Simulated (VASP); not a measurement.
Write the native input for VASP 6.6.1 that does the following.

```
Task                   : single point
Functional             : PBE
Potentials or basis    : VASP PAW PBE potentials, release 64 (Ga_d, P, As)
Cutoff                 : 520 eV
k mesh                 : 6 × 6 × 2
Occupations            : gaussian, width 0.1 eV
Spin                   : no spin polarisation
Dipole correction      : no
Further INCAR settings : ALGO = Normal; EDIFF = 1e-06; NBANDS = 36
```

The structure of Ga3AsP2 lies in POSCAR:

```
Ga3AsP2
1.0
    3.8343305000      0.0000000000      0.0000000000
   -1.9171652500      3.3206276200      0.0000000000
    0.0000000000      0.0000000000      9.3921532300
Ga P As
3 2 1
Direct
    0.0000000000      0.0000000000      0.0000000000
    0.3333333300      0.6666666700      0.6666666700
    0.6666666700      0.3333333300      0.3333333300
    0.6666666700      0.3333333300      0.5833333300
    0.0000000000      0.0000000000      0.2500000000
    0.3333333300      0.6666666700      0.9166666700
```

The input as run:

INCAR

```
SYSTEM = Ga3AsP2
  PREC = Accurate
  ENCUT = 520
  EDIFF = 1E-6
  ISMEAR = 0
  SIGMA = 0.1
  LREAL = .False.
  LASPH = .True.
  NELM = 100
  ALGO = Normal
  ISIF = 2
  LWAVE = .False.
  LCHARG = .True.
  GGA = PE
  LELF = .True.
  LVHAR = .True.
  NBANDS = 36
```

KPOINTS

```
regular mesh
0
Gamma
  6 6 2
  0 0 0
```

Potentials or basis: VASP PAW PBE potentials, release 64 (Ga_d, P, As).

Launch:

```sh
$ cat potpaw_PBE.64/Ga_d/POTCAR potpaw_PBE.64/P/POTCAR potpaw_PBE.64/As/POTCAR > POTCAR
$ mpirun -np 1 vasp_std > vasp.out
```

It gave:

| Property | Result |
| --- | --- |
| Pressure | 7.9 GPa |
| Largest force | 0.814 eV/Å |
| Band gap on the k mesh | 1.46 eV, indirect (least direct gap 1.78 eV) |

Wall time 40 s on 1 thread of Intel(R) Xeon(R) 6975P-C (Granite Rapids) (shared host), peak memory 0.26 GiB.
